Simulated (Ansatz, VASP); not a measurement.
**CdS in VASP and in Ansatz**

INCAR

```
SYSTEM = CdS
PREC = Accurate
ENCUT = 600
EDIFF = 1E-7
ISMEAR = 0
SIGMA = 0.02
LREAL = .False.
LASPH = .True.
NELM = 60
ALGO = Normal
ISIF = 3
LWAVE = .False.
LCHARG = .False.
GGA = PE
IBRION = 2
NSW = 100
EDIFFG = -0.01
```

KPOINTS

```
Automatic mesh
0
Gamma
  12 12 4
  0 0 0
```

The input POSCAR:

```
CdS
1.0
    4.1347990400      0.0000000000      0.0000000000
   -2.0673995200      3.5808410100      0.0000000000
    0.0000000000      0.0000000000      6.7490000700
Cd S
2 2
Direct
    0.3333333300      0.6666666700      0.0000000000
    0.6666666700      0.3333333300      0.5000000000
    0.3333333300      0.6666666700      0.3849999900
    0.6666666700      0.3333333300      0.8849999900
```

Input for Ansatz:

```yaml
crystal:
  lattice:
    - [4.13479904, 0.0, 0.0]
    - [-2.06739952, 3.58084101, 0.0]
    - [0.0, 0.0, 6.74900007]
  atoms:
    - { symbol: Cd, position: [0.33333333, 0.66666667, 0.0] }
    - { symbol: Cd, position: [0.66666667, 0.33333333, 0.5] }
    - { symbol: S, position: [0.33333333, 0.66666667, 0.38499999] }
    - { symbol: S, position: [0.66666667, 0.33333333, 0.88499999] }
basis:
  ecutwfc: 420
kpoints:
  mp_grid: { grid: [12, 12, 4] }
hamiltonian:
  xc: pbe
scf:
  occupations: { method: gaussian, width: 0.02 }
output:
  forces: true
  stress: true
  eigenvalues: true
  write_density: true
  write_potential: true
  elf: true
  volumetric_format: npy
relax:
  adjacent_minimum: "off"
  f_tol: 0.01
  max_steps: 80
  cell: { stress_tol: 0.05 }
```

Alike in both runs: task relaxation of cell and atoms; functional PBE; k mesh 12 × 12 × 4; occupations gaussian, width 0.02 eV; no spin polarisation.

```csv
,VASP,Ansatz
version,VASP 6.6.1,Ansatz 0.2.0
potentials or method,"VASP PAW PBE potentials, release 64 (Cd, S), cutoff 600 eV","scalar-relativistic, plane waves, PAW"
valence electrons in the cell,36,52
```

```csv
,VASP,Ansatz,Ansatz less VASP
"gap on the k mesh at the Fermi level, each at its own relaxed structure (eV)",1.10,1.11,+0.011
relaxed volume (Å³/atom),26.16,26.04,-0.123
relaxed cell length with the largest relative difference (Å),6.841,6.828,-0.0126
```

VASP's potentials hold 36 valence electrons a cell and Ansatz's 52, so a difference there can come from the potentials and not from the codes.
